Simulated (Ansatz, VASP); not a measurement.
Si: VASP beside Ansatz

```xyz
2
Lattice="0.0000 2.7755 2.7755 2.7755 0.0000 2.7755 2.7755 2.7755 0.0000" Properties=species:S:1:pos:R:3 pbc="T T T"
Si    1.3878    1.3878    1.3878
Si    0.0000    0.0000    0.0000
```

Alike in both runs: task single point; functional r2SCAN; k mesh 6 × 6 × 6; no spin polarisation.

|  | VASP | Ansatz |
| --- | --- | --- |
| version | VASP 6.6.1 | Ansatz 0.2.0 |
| potentials or method | VASP PAW PBE potentials, release 64 (Si) | plane waves, PAW |
| plane-wave cutoff (eV) | 520 | 500 |
| occupations | gaussian, width 0.01 eV | fixed |
| valence electrons in the cell | 8 | 8 |

|  | VASP | Ansatz | Ansatz less VASP |
| --- | --- | --- | --- |
| gap on the k mesh at the Fermi level (eV) | 1.01 | 0.99 | -0.013 |
| pressure (GPa) | -5.2 | -5.0 | +0.21 |

VASP's potentials were made for PBE, not for r2SCAN.
